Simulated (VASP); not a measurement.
# CuO (rock salt type) (Fm-3m) in VASP: a series of runs

The runs below take CuO (rock salt type) through single point, with PBE.

Everything below comes from runs of VASP 6.6.1. Logs are shortened: lines on timing, memory, paths and dates and some standing lists are left out, and cuts for length are marked.

**1. The cell of the first run**

It takes space group Fm-3m (No. 225, cubic). Conventional cell: a = 4.186 Å, b = 4.186 Å, c = 4.186 Å, α = 90.00°, β = 90.00°, γ = 90.00°. Cu (site symmetry m-3m) has 6 O at 2.09 Å within 2.8 Å. O (site symmetry m-3m) has 6 Cu at 2.09 Å within 2.8 Å.

**2. Single point, PBE**

The input, INCAR:

```
ALGO     = Normal         # electronic algorithm
EDIFF    = 1E-6           # SCF threshold, eV
ENCUT    = 520            # plane-wave cutoff, eV
GGA      = PE             # functional
ISIF     = 2              # what is computed and relaxed
ISMEAR   = -1             # smearing method
LASPH    = T              # aspherical terms in the spheres
LCHARG   = F              # write CHGCAR
LREAL    = F              # projectors in reciprocal space
LWAVE    = F              # write WAVECAR
NBANDS   = 16             # bands
NELM     = 60             # most SCF steps
PREC     = Accurate       # precision mode
SIGMA    = 0.06122561905347299 # smearing width, eV
```

The input, KPOINTS:

```
k-points
0
Gamma
  15 15 15
```

The input, POSCAR:

```
CuO
1.0
    0.0000000000      2.0931638164      2.0931638164
    2.0931638164      0.0000000000      2.0931638164
    2.0931638164      2.0931638164      0.0000000000
Cu O
1 1
Direct
    0.0000000000      0.0000000000      0.0000000000
    0.5000000000      0.5000000000      0.5000000000
```

Potentials or basis: VASP PAW PBE potentials, release 64 (Cu, O).

Run with:

```bash
> cat potpaw_PBE.64/Cu/POTCAR potpaw_PBE.64/O/POTCAR > POTCAR
> mpirun -np 1 vasp_std > vasp.out
```

OUTCAR:

```text
EDIFF = 1E-6
   ENCUT = 520
   GGA = PE
   ISIF = 2
   ISMEAR = -1
   LASPH = T
   LREAL = F
   NELM = 60
   PREC = Accurate

 ion  position               nearest neighbor table
   1  0.000  0.000  0.000-   2 2.09   2 2.09   2 2.09   2 2.09   2 2.09   2 2.09
   2  0.500  0.500  0.500-   1 2.09   1 2.09   1 2.09   1 2.09   1 2.09   1 2.09

  LATTYP: Found a face centered cubic cell.
 ALAT       =     4.1863276328

  Lattice vectors:

 A1 = (   0.0000000000,   2.0931638164,   2.0931638164)
 A2 = (   2.0931638164,   0.0000000000,   2.0931638164)
 A3 = (   2.0931638164,   2.0931638164,   0.0000000000)

Analysis of symmetry for initial positions (statically):
=====================================================================
 Subroutine PRICEL returns:
 Original cell was already a primitive cell.

 Routine SETGRP: Setting up the symmetry group for a
 face centered cubic supercell.

 Subroutine GETGRP returns: Found 48 space group operations
 (whereof 48 operations were pure point group operations)
 out of a pool of 48 trial point group operations.

The static configuration has the point symmetry O_h .

Analysis of symmetry for dynamics (positions and initial velocities):
=====================================================================
 Subroutine PRICEL returns:
 Original cell was already a primitive cell.

 Routine SETGRP: Setting up the symmetry group for a
 face centered cubic supercell.

 Subroutine GETGRP returns: Found 48 space group operations
 (whereof 48 operations were pure point group operations)
 out of a pool of 48 trial point group operations.

The dynamic configuration has the point symmetry O_h .

 Subroutine INISYM returns: Found 48 space group operations
 (whereof 48 operations are pure point group operations),
 and found     1 'primitive' translations

----------------------------------------------------------------------------------------

                                     Primitive cell

  volume of cell :      18.3417

  direct lattice vectors                    reciprocal lattice vectors
     0.000000000  2.093163816  2.093163816    -0.238872847  0.238872847  0.238872847
     2.093163816  0.000000000  2.093163816     0.238872847 -0.238872847  0.238872847
     2.093163816  2.093163816  0.000000000     0.238872847  0.238872847 -0.238872847

  length of vectors
     2.960180657  2.960180657  2.960180657     0.413739908  0.413739908  0.413739908

  position of ions in fractional coordinates (direct lattice)
     0.000000000  0.000000000  0.000000000
     0.500000000  0.500000000  0.500000000

  ion indices of the primitive-cell ions
   primitive index   ion index
                 1           1
                 2           2

----------------------------------------------------------------------------------------

 KPOINTS: k-points

Automatic generation of k-mesh.
 Grid dimensions read from file:
 generate k-points for:   15   15   15

 Generating k-lattice:

  Cartesian coordinates                     Fractional coordinates (reciprocal lattice)
    -0.015924856  0.015924856  0.015924856     0.066666667  0.000000000  0.000000000
     0.015924856 -0.015924856  0.015924856     0.000000000  0.066666667  0.000000000
     0.015924856  0.015924856 -0.015924856     0.000000000  0.000000000  0.066666667

  Length of vectors
     0.027582661  0.027582661  0.027582661

  Shift w.r.t. Gamma in fractional coordinates (k-lattice)
     0.000000000  0.000000000  0.000000000

 Subroutine IBZKPT returns following result:
 ===========================================

 Found    120 irreducible k-points:

 Following reciprocal coordinates:
            Coordinates               Weight
  0.000000  0.000000  0.000000      1.000000
  0.066667  0.000000  0.000000      8.000000
  0.133333  0.000000  0.000000      8.000000
  0.200000  0.000000  0.000000      8.000000
  0.266667  0.000000  0.000000      8.000000
  0.333333  0.000000  0.000000      8.000000
[... 16 lines left out ...]
  0.133333  0.133333  0.000000      6.000000
  0.200000  0.133333  0.000000     24.000000
 [... further k-points ...]
   k-points           NKPTS =    120   k-points in BZ     NKDIM =    120   number of bands    NBANDS=     16
   number of dos      NEDOS =    301   number of ions     NIONS =      2
   total plane-waves  NPLWV =  13824
   dimension x,y,z NGX =    24 NGY =   24 NGZ =   24
   dimension x,y,z NGXF=    48 NGYF=   48 NGZF=   48
   ions per type =               1   1
   NGX,Y,Z   is equivalent  to a cutoff of  13.48, 13.48, 13.48 a.u.
   NGXF,Y,Z  is equivalent  to a cutoff of  26.96, 26.96, 26.96 a.u.
 SYSTEM =  unknown system
   PREC   = accura    normal or accurate (medium, high low for compatibility)
   ISTART =      0    job   : 0-new  1-cont  2-samecut
   ICHARG =      2    charge: 1-file 2-atom 10-const
   ISPIN  =      1    spin polarized calculation?
   LNONCOLLINEAR =      F non collinear calculations
   LSORBIT =      F    spin-orbit coupling
   LASPH  =      T    aspherical Exc in radial PAW
   ENCUT  =  520.0 eV  38.22 Ry    6.18 a.u.   5.50  5.50  5.50*2*pi/ulx,y,z
   NELM   =     60;   NELMIN=  2; NELMDL= -5     # of ELM steps
   EDIFF  = 0.1E-05   stopping-criterion for ELM
   LREAL  =      F    real-space projection
   EDIFFG = 0.1E-04   stopping-criterion for IOM
   NSW    =      0    number of steps for IOM
   IBRION =     -1    ionic relax: 0-MD 1-quasi-New 2-CG
   NFREE  =      0    steps in history (QN), initial steepest desc. (CG)
   ISIF   =      2    stress and relaxation
   ISYM   =      2    0-nonsym 1-usesym 2-fastsym
   POTIM  = 0.5000    time-step for ionic-motion
   TEBEG  =    0.0;   TEEND  =   0.0 temperature during run
   PSTRESS=    0.0 pullay stress
   NELECT =      17.0000    total number of electrons
   NUPDOWN=      -1.0000    fix difference up-down
   EMIN   =  10.00;   EMAX   =-10.00  energy-range for DOS
   EFERMI =   0.00;   METHOD = LEGACY
   ISMEAR =    -1;   SIGMA  =   0.06  broadening in eV -4-tet -1-fermi 0-gaus
   EFERMI_NEDOS =   21; number of points for ismear=-14 and -15
   IALGO  =     38    algorithm
   IMIX   =      4    mixing-type and parameters
     AMIX     =   0.40;   BMIX     =  1.00
     AMIX_MAG =   1.60;   BMIX_MAG =  1.00
  volume/ion in A,a.u.               =       9.17        61.89
  Fermi-wavevector in a.u.,A,eV,Ry     =   1.596166  3.016315 34.664166  2.547744
  Thomas-Fermi vector in A             =   2.693971
   LORBIT       =      0    0 simple, 1 ext, 2 COOP (PROOUT), +10 PAW based schemes
   GGA     = PE    functional components
   LHFCALC =     F    Hartree Fock is set to
   AEXX    =    0.0000 exact exchange contribution
   IVDW    =     0    specifies the selected vdW correction
   LEPSILON=     F    determine dielectric tensor
   LRPA    =     F    only Hartree local field effects (RPA)
 non-spin polarized calculation
  energy-cutoff  :      520.00
  volume of cell :       18.34
 maximum number of plane-waves:       531
 NGX is ok and might be reduce to    24
   NGX = 11   NGY = 11   NGZ = 11

 number of electron      16.9999990 magnetization

 Free energy of the ion-electron system (eV)
  ---------------------------------------------------
  ext. energy  EPLUGINS =         0.00000000
  ---------------------------------------------------
  free energy    TOTEN  =        -9.52244512 eV

  energy without entropy =       -9.50585088  energy(sigma->0) =       -9.51414800

 E-fermi :   6.6987     XC(G=0): -12.6190

 val. band max:        6.6926033586   @ k =  -0.2667   0.3333   0.1333
 cond. band min:       6.7003847337   @ k =  -0.3333   0.3333   0.0000
 fundamental gap:      0.0077813751
 Fermi energy:         6.6987388226

 k-point     1 :       0.0000    0.0000    0.0000
  band No.  band energies     occupation
      1     -13.1880      2.00000
      2       4.1074      2.00000
      3       4.1074      2.00000
      4       4.1074      2.00000
      5       4.1898      2.00000
      6       4.1898      2.00000
[... 8 lines left out ...]
     15      28.4425      0.00000
     16      28.4425      0.00000

 k-point     2 :       0.0667    0.0000    0.0000
  band No.  band energies     occupation
      1     -13.1374      2.00000
      2       3.5591      2.00000
      3       3.6626      2.00000
      4       3.6626      2.00000
      5       4.1657      2.00000
      6       4.1657      2.00000
[... 8 lines left out ...]
     15      28.1358      0.00000
     16      28.1358      0.00000

 k-point     3 :       0.1333    0.0000    0.0000
  band No.  band energies     occupation
      1     -12.9906      2.00000
      2       2.6664      2.00000
      3       3.1117      2.00000
      4       3.1117      2.00000
      5       4.2387      2.00000
      6       4.2387      2.00000
[... 8 lines left out ...]
     15      27.9420      0.00000
     16      27.9420      0.00000

 k-point     4 :       0.2000    0.0000    0.0000
  band No.  band energies     occupation
      1     -12.7642      2.00000
      2       1.6654      2.00000
      3       2.6168      2.00000
      4       2.6168      2.00000
      5       4.3490      2.00000
      6       4.3490      2.00000
[... 8 lines left out ...]
     15      28.3002      0.00000
     16      28.3002      0.00000

 k-point     5 :       0.2667    0.0000    0.0000
  band No.  band energies     occupation
      1     -12.4872      2.00000
      2       0.6999      2.00000
      3       2.1988      2.00000
      4       2.1988      2.00000
      5       4.4787      2.00000
      6       4.4787      2.00000
[... 8 lines left out ...]
     15      29.0548      0.00000
     16      29.0548      0.00000

 k-point     6 :       0.3333    0.0000    0.0000
  band No.  band energies     occupation
      1     -12.2016      2.00000
      2      -0.1321      2.00000
      3       1.8728      2.00000
      4       1.8728      2.00000
      5       4.6056      2.00000
      6       4.6056      2.00000
[... 8 lines left out ...]
     15      30.0738      0.00000
     16      30.0738      0.00000
[... 267 lines left out ...]
 k-point    21 :      -0.1333    0.0667    0.0000
  band No.  band energies     occupation
      1     -12.8827      2.00000
      2       2.1307      2.00000
      3       2.7479      2.00000
      4       3.0764      2.00000
      5       4.2226      2.00000
      6       4.3799      2.00000
[... 8 lines left out ...]
     15      27.4725      0.00000
     16      29.2393      0.00000

 k-point    22 :      -0.0667    0.0667    0.0000
  band No.  band energies     occupation
      1     -13.0549      2.00000
      2       2.9529      2.00000
      3       3.2188      2.00000
      4       3.5155      2.00000
      5       4.1512      2.00000
      6       4.3008      2.00000
[... 8 lines left out ...]
     15      27.0820      0.00000
     16      28.8429      0.00000

 k-point    23 :       0.1333    0.1333    0.0000
  band No.  band energies     occupation
      1     -12.9307      2.00000
      2       2.0986      2.00000
      3       3.3959      2.00000
      4       3.3959      2.00000
      5       3.9809      2.00000
      6       4.4367      2.00000
[... 8 lines left out ...]
     15      29.7876      0.00000
     16      31.2927      0.00000

 k-point    24 :       0.2000    0.1333    0.0000
  band No.  band energies     occupation
      1     -12.7701      2.00000
      2       1.5457      2.00000
      3       3.0196      2.00000
      4       3.1048      2.00000
      5       4.0101      2.00000
      6       4.4693      2.00000
[... 8 lines left out ...]
     15      30.3680      0.00000
     16      31.5764      0.00000

 [... further k-points ...]

------------------------ aborting loop because EDIFF is reached ----------------------------------------

  FORCE on cell =-STRESS in cart. coord.  units (eV):
  Direction    XX          YY          ZZ          XY          YZ          ZX
  --------------------------------------------------------------------------------------
  -------------------------------------------------------------------------------------
  Total        0.9600972      0.9600972      0.9600972     -0.0000000     -0.0000000      0.0000000
  in kB       83.8660389     83.8660389     83.8660389     -0.0000000     -0.0000000      0.0000000
  external PRESSURE =      83.8660389 kB  Pullay stress =       0.0000000 kB

 VOLUME and BASIS-vectors are now :
 -----------------------------------------------------------------------------
  energy-cutoff  :      520.00
  volume of cell :       18.34
      direct lattice vectors                 reciprocal lattice vectors
     0.000000000  2.093163816  2.093163816    -0.238872847  0.238872847  0.238872847
     2.093163816  0.000000000  2.093163816     0.238872847 -0.238872847  0.238872847
     2.093163816  2.093163816  0.000000000     0.238872847  0.238872847 -0.238872847

 POSITION                                       TOTAL-FORCE (eV/Angst)
 -----------------------------------------------------------------------------------
      0.00000      0.00000      0.00000        -0.000000      0.000000     -0.000000
      2.09316      2.09316      2.09316         0.000000     -0.000000      0.000000
 -----------------------------------------------------------------------------------
    total drift:                                0.000000     -0.000000     -0.000000

  FREE ENERGIE OF THE ION-ELECTRON SYSTEM (eV)
  ---------------------------------------------------
  free  energy   TOTEN  =        -9.5224451153 eV

  energy  without entropy=       -9.5058508758  energy(sigma->0) =       -9.51414800
```

It took 40 s on 1 thread of Intel Xeon 8259CL, shared host; peak memory 0.16 GiB.

What came out:

```yaml
Free_energy: -9.5224 eV
Pressure: 8.4 GPa
Band_gap_on_the_k_mesh: zero (an odd number of electrons rules out a gap without spin polarisation)
```

Levels at points of the mesh, in eV from the Fermi level:
```tsv
k point	band 5	band 6	band 7	band 8	band 9	band 10	band 11	band 12	band 13	band 14
(0.00, 0.00, 0.00)	-2.51	-2.51	-2.51	-2.31	-2.31	1.57	18.26	18.88	18.88	18.88
```

Caveat: the cell stands under pressure; an odd number of electrons without spin polarisation forces a metal; a magnetic or distorted state may lie lower; semilocal functionals often make such compounds metallic where correlation or magnetic order opens a gap, which also shifts bond lengths. With open d or f shells a metallic result of PBE can be an artefact of self-interaction; +U or a hybrid may open a gap.

**3. Single point, PBE**

This run uses another cell than the first one, of 9.36 Å³/atom.

The input, INCAR:

```
SYSTEM = CuO
PREC = Accurate
ENCUT = 520
EDIFF = 1E-6
ISMEAR = -1
SIGMA = 0.06122561905347299
LREAL = .FALSE.
LASPH = .TRUE.
NELM = 80
ALGO = Normal
ISIF = 2
LWAVE = .FALSE.
LCHARG = .TRUE.
GGA = PE
LELF = .TRUE.
LVHAR = .TRUE.
NBANDS = 16
```

The input, KPOINTS:

```
Automatic mesh
0
G
  15 15 15
  0 0 0
```

The input, POSCAR:

```
CuO
1.0
    0.0000000000      2.1075998851      2.1075998851
    2.1075998851      0.0000000000      2.1075998851
    2.1075998851      2.1075998851      0.0000000000
Cu O
1 1
Direct
    0.0000000000      0.0000000000      0.0000000000
    0.5000000000      0.5000000000      0.5000000000
```

Potentials or basis: VASP PAW PBE potentials, release 64 (Cu, O).

Run with:

```bash
> cat potpaw_PBE.64/Cu/POTCAR potpaw_PBE.64/O/POTCAR > POTCAR
> mpirun -np 1 vasp_std > vasp.out
```

It took 45 s on 1 thread of Intel Xeon 8259CL, shared host; peak memory 0.16 GiB.

Results (log left out):

- Free energy: -9.5380 eV
- Pressure: 4.1 GPa
- Band gap on the k mesh: zero (an odd number of electrons rules out a gap without spin polarisation)

Levels at points of the mesh, in eV from the Fermi level:
```csv
k point,band 5,band 6,band 7,band 8,band 9,band 10,band 11,band 12,band 13,band 14
"(0.00, 0.00, 0.00)",-2.42,-2.42,-2.42,-2.25,-2.25,1.48,18.21,18.75,18.75,18.75
```

Caveat: the cell stands under pressure; an odd number of electrons without spin polarisation forces a metal; a magnetic or distorted state may lie lower; semilocal functionals often make such compounds metallic where correlation or magnetic order opens a gap, which also shifts bond lengths. With open d or f shells a metallic result of PBE can be an artefact of self-interaction; +U or a hybrid may open a gap.

**4. Single point, PBE**

This run uses another cell than the first one, of 9.55 Å³/atom.

The input, INCAR:

```
  PREC = Accurate
  ENCUT = 520
  EDIFF = 1E-6
  ISMEAR = -1
  SIGMA = 0.06122561905347299
  LREAL = False
  LASPH = True
  NELM = 80
  ALGO = Normal
  ISIF = 2
  LWAVE = False
  LCHARG = False
  GGA = PE
  NBANDS = 16
```

The input, KPOINTS:

```
regular mesh
0
Gamma
  15 15 15
```

The input, POSCAR:

```
CuO
1.0
    0.0000000000      2.1218408568      2.1218408568
    2.1218408568      0.0000000000      2.1218408568
    2.1218408568      2.1218408568      0.0000000000
Cu O
1 1
Direct
    0.0000000000      0.0000000000      0.0000000000
    0.5000000000      0.5000000000      0.5000000000
```

Run with:

```bash
> cat potpaw_PBE.64/Cu/POTCAR potpaw_PBE.64/O/POTCAR > POTCAR
> mpirun -np 1 vasp_std > vasp.out
```

Wall time 54 s (1 thread of Intel Xeon 8259CL, shared host); peak memory 0.16 GiB.

The run converged. Its results:

```yaml
Free_energy: -9.5439 eV
Pressure: 0.3 GPa
Band_gap_on_the_k_mesh: zero (an odd number of electrons rules out a gap without spin polarisation)
```

Levels at points of the mesh, in eV from the Fermi level:
```csv
k point,band 7,band 8,band 9,band 10,band 11,band 12
"(0.00, 0.00, 0.00)",-2.34,-2.19,-2.19,1.39,18.16,18.63
```

Caveat: an odd number of electrons without spin polarisation forces a metal; a magnetic or distorted state may lie lower; semilocal functionals often make such compounds metallic where correlation or magnetic order opens a gap, which also shifts bond lengths. With open d or f shells a metallic result of PBE can be an artefact of self-interaction; +U or a hybrid may open a gap.

**5. Summary**

| cell | gap on the mesh (eV) | pressure (GPa) |
| --- | --- | --- |
| a = 2.960 Å, angles 60.0°, 2 atoms | none | 8.4 |
| a = 2.981 Å, angles 60.0°, 2 atoms | none | 4.1 |
| a = 3.001 Å, angles 60.0°, 2 atoms | none | 0.3 |

Alike in all rows: task single point; level PBE; potentials or basis VASP PAW PBE potentials, release 64 (Cu, O); no spin polarisation; k mesh 15 × 15 × 15; cutoff (eV) 520; smearing fermi-dirac 0.0612256 eV.

Caveats: an odd number of electrons without spin polarisation forces a metal; a magnetic or distorted state may lie lower; semilocal functionals often make such compounds metallic where correlation or magnetic order opens a gap, which also shifts bond lengths; the cell stands under pressure (at least some runs).

Absolute energies hang on the potentials; compare differences alone.
